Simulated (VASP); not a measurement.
A run of VASP 6.6.1:

INCAR

```
PREC = Accurate
ENCUT = 520
EDIFF = 1E-7
ISMEAR = -1
SIGMA = 0.08
LREAL = False
LASPH = True
NELM = 100
ALGO = Normal
ISIF = 2
LWAVE = False
LCHARG = False
GGA = PE
NBANDS = 16
```

File KPOINTS:

```
regular mesh
0
Gamma
  15 15 15
```

The input POSCAR:

```
C
1.0
    1.2299994602      0.7101405194     11.2615000000
   -1.2299994602      0.7101405194     11.2615000000
    0.0000000000     -1.4202810389     11.2615000000
C
4
Direct
    0.0500000000      0.0500000000      0.0500000000
    0.9500000000      0.9500000000      0.9500000000
    0.2830000000      0.2830000000      0.2830000000
    0.7170000000      0.7170000000      0.7170000000
```

Potentials or basis: VASP PAW PBE potentials, release 64 (C).

The run is started by

```console
$ cat potpaw_PBE.64/C/POTCAR > POTCAR
$ mpirun -np 1 vasp_std > vasp.out
```

Hardware: 1 thread of Intel(R) Xeon(R) 6975P-C (Granite Rapids), on a shared host.

How long does it take, and how much memory?

Run time: 80 min on 1 thread of Intel(R) Xeon(R) 6975P-C (Granite Rapids) (shared host), peak memory 1.1 GiB. Counts: scf iterations 17, k points 344.
